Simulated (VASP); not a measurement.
# Co (P6_3/mmc) in VASP: a series of runs, part 2 of 2

VASP 6.6.1. Earlier steps stand in the parts before.

### Step 3. Single point, PBE, collinear spin, ferromagnetic start

This run uses another cell than the first one, of 10.64 Å³/atom.

File INCAR:

```
SYSTEM = Co
  ALGO = Normal
  EDIFF = 1E-6
  ENCUT = 690
  GGA = PE
  GGA_COMPAT = .False.
  ISIF = 2
  ISMEAR = 1
  ISPIN = 2
  LASPH = .True.
  LCHARG = .True.
  LELF = .True.
  LMAXMIX = 4
  LORBIT = 11
  LREAL = .False.
  LVHAR = .True.
  LWAVE = .False.
  MAGMOM = 2 2
  NBANDS = 28
  NELM = 200
  PREC = Accurate
  SIGMA = 0.01
```

File KPOINTS:

```
k-points
0
Gamma
  10 10 6
  0 0 0
```

File POSCAR:

```
Co
1.0
    2.4719999032      0.0000000000      0.0000000000
   -1.2359999516      2.1408147143      0.0000000000
    0.0000000000      0.0000000000      4.0211440800
Co
2
Direct
    0.6666666667      0.3333333333      0.7500000000
    0.3333333333      0.6666666667      0.2500000000
```

Potentials or basis: VASP PAW PBE potentials, release 64 (Co_sv).

Command:

```
$ cat potpaw_PBE.64/Co_sv/POTCAR > POTCAR
$ mpirun -np 1 vasp_std > vasp.out
```

OUTCAR:

```text
SYSTEM = Co
   EDIFF = 1E-6
   ENCUT = 690
   GGA = PE
   ISIF = 2
   ISMEAR = 1
   ISPIN = 2
   LASPH = .True.
   LORBIT = 11
   LREAL = .False.
   NELM = 200
   PREC = Accurate

 ion  position               nearest neighbor table
   1  0.667  0.333  0.750-   2 2.47   2 2.47   2 2.47   2 2.47   2 2.47   2 2.47
   2  0.333  0.667  0.250-   1 2.47   1 2.47   1 2.47   1 2.47   1 2.47   1 2.47

  LATTYP: Found a hexagonal cell.
 ALAT       =     2.4719999032
 C/A-ratio  =     1.6266764715

  Lattice vectors:

 A1 = (   2.4719999032,   0.0000000000,   0.0000000000)
 A2 = (  -1.2359999516,   2.1408147143,   0.0000000000)
 A3 = (   0.0000000000,   0.0000000000,   4.0211440800)

Analysis of symmetry for initial positions (statically):
=====================================================================
 Subroutine PRICEL returns:
 Original cell was already a primitive cell.

 Routine SETGRP: Setting up the symmetry group for a
 hexagonal supercell.

 Subroutine GETGRP returns: Found 24 space group operations
[... 947 lines left out ...]
      6     -44.7854      1.00000
[... 733 lines left out ...]
     27      36.8504      0.00000
     28      37.5277      0.00000

 [... further k-points ...]

------------------------ aborting loop because EDIFF is reached ----------------------------------------

  FORCE on cell =-STRESS in cart. coord.  units (eV):
  Direction    XX          YY          ZZ          XY          YZ          ZX
  --------------------------------------------------------------------------------------
  -------------------------------------------------------------------------------------
  Total        0.6557220      0.6557220      0.3668036      0.0000000      0.0000000      0.0000000
  in kB       49.3688670     49.3688670     27.6163939      0.0000000      0.0000000      0.0000000
  external PRESSURE =      42.1180426 kB  Pullay stress =       0.0000000 kB

 VOLUME and BASIS-vectors are now :
 -----------------------------------------------------------------------------
  energy-cutoff  :      690.00
  volume of cell :       21.28
      direct lattice vectors                 reciprocal lattice vectors
     2.471999903  0.000000000  0.000000000     0.404530760  0.233555943  0.000000000
    -1.235999952  2.140814714  0.000000000     0.000000000  0.467111887  0.000000000
     0.000000000  0.000000000  4.021144080     0.000000000  0.000000000  0.248685444

 POSITION                                       TOTAL-FORCE (eV/Angst)
 -----------------------------------------------------------------------------------
      1.23600      0.71360      3.01586         0.000000      0.000000      0.000000
     -0.00000      1.42721      1.00529        -0.000000     -0.000000      0.000000
 -----------------------------------------------------------------------------------
    total drift:                               -0.000000      0.000000     -0.000000

  FREE ENERGIE OF THE ION-ELECTRON SYSTEM (eV)
  ---------------------------------------------------
  free  energy   TOTEN  =       -14.2389665711 eV

  energy  without entropy=      -14.2389227338  energy(sigma->0) =      -14.23895196

 total charge

# of ion       s       p       d       tot
------------------------------------------
    1        2.251   6.126   6.694  15.071
    2        2.251   6.126   6.694  15.071
--------------------------------------------------
tot          4.502  12.252  13.388  30.142

 magnetization (x)

# of ion       s       p       d       tot
------------------------------------------
    1       -0.003  -0.013   1.740   1.724
    2       -0.003  -0.013   1.740   1.724
--------------------------------------------------
tot         -0.007  -0.026   3.480   3.447
```

Wall time 95 s (1 thread of Intel Xeon Platinum 8375C at 2.90GHz (Ice Lake), shared host); peak memory 0.2 GiB.

What came out:

```yaml
Free_energy: -14.2390 eV
Pressure: 4.2 GPa
Net_moment: 3.32 μB per cell
Site_moments: Co +1.72 μB
Valence_electrons_inside_the_program's_atomic_spheres: Co 15.07
```

Stress tensor (GPa, compression positive):
```
4.94 0.00 0.00
0.00 4.94 0.00
0.00 0.00 2.76
```

Caveat: the cell stands under pressure.

### Step 4. Single point, RPBE+D4, collinear spin, ferromagnetic start

This run uses another cell than the first one, of 10.64 Å³/atom.

File INCAR:

```
SYSTEM = Co
  PREC = Accurate
  ENCUT = 690
  EDIFF = 1E-6
  ISMEAR = -1
  SIGMA = 0.05
  LREAL = .FALSE.
  LASPH = .TRUE.
  NELM = 200
  ALGO = Normal
  ISIF = 2
  LWAVE = .FALSE.
  LCHARG = .FALSE.
  ISPIN = 2
  MAGMOM = 2 2
  LORBIT = 11
  LMAXMIX = 4
  GGA = RP
  IVDW = 13
  NBANDS = 28
  GGA_COMPAT = .FALSE.
```

File KPOINTS:

```
regular mesh
0
G
  12 12 7
  0 0 0
```

POSCAR is that of step 3.

Command:

```
$ cat potpaw_PBE.64/Co_sv/POTCAR > POTCAR
$ mpirun -np 1 vasp_std > vasp.out
```

Run time: 1.8 min. Hardware: 1 thread of AMD EPYC 7R13 (Zen 3), shared host; peak memory 0.19 GiB.

The run converged. Its results:

- Free energy: -14.8915 eV
- Pressure: -3.5 GPa
- Net moment: 3.24 μB per cell
- Site moments: Co +1.70 μB
- Valence electrons inside the program's atomic spheres: Co 15.07
- Dispersion energy per atom: -0.853 eV

Stress tensor (GPa, compression positive):
```
-2.59  0.00  0.00
 0.00 -2.59  0.00
 0.00  0.00 -5.26
```

Levels at points of the mesh, in eV from the Fermi level:
Spin up:
| k point | band 15 | band 16 | band 17 | band 18 | band 19 | band 20 | band 21 | band 22 | band 23 | band 24 |
| --- | --- | --- | --- | --- | --- | --- | --- | --- | --- | --- |
| (0.00, 0.00, 0.00) | -2.35 | -1.97 | -1.97 | -0.85 | -0.85 | -0.24 | 6.40 | 22.04 | 24.86 | 24.86 |
| (0.50, 0.00, 0.00) | -2.26 | -0.70 | -0.63 | -0.55 | 1.31 | 3.38 | 9.74 | 10.43 | 12.77 | 14.11 |
Spin down:
| k point | band 12 | band 13 | band 14 | band 15 | band 16 | band 17 | band 18 | band 19 |
| --- | --- | --- | --- | --- | --- | --- | --- | --- |
| (0.00, 0.00, 0.00) | -0.97 | -0.97 | -0.59 | -0.59 | -0.37 | -0.13 | -0.13 | 1.11 |
| (0.50, 0.00, 0.00) | -1.96 | -1.11 | -1.09 | -0.65 | 1.27 | 1.37 | 1.43 | 2.60 |

Caveat: the cell stands under tension; the PAW data sets were made with another functional, which shifts forces and pressure a little.

### Step 5. Overview

```csv
level,cell,k mesh,smearing,gap on the mesh (eV),pressure (GPa),moment (μB)
RPBE+D4,"a = 2.422, b = 2.422, c = 3.939 Å, angles 90.0, 90.0, 120.0°, 2 atoms",12 × 12 × 7,fermi-dirac 0.05 eV,none,11.4,3.08
PBE,"a = 2.472, b = 2.472, c = 4.021 Å, angles 90.0, 90.0, 120.0°, 2 atoms",10 × 10 × 6,methfessel-paxton 0.01 eV,none,4.2,3.32
RPBE+D4,"a = 2.472, b = 2.472, c = 4.021 Å, angles 90.0, 90.0, 120.0°, 2 atoms",12 × 12 × 7,fermi-dirac 0.05 eV,none,-3.5,3.24
```

Alike in all rows: task single point; potentials or basis VASP PAW PBE potentials, release 64 (Co_sv); spin collinear, ferromagnetic start; cutoff (eV) 690.

Caveats: the cell stands under pressure (at least some runs); the PAW data sets were made with another functional, which shifts forces and pressure a little (at least some runs); the cell stands under tension (at least some runs).

Total energies depend on the potentials used, so only differences within one code and one set of settings carry meaning.
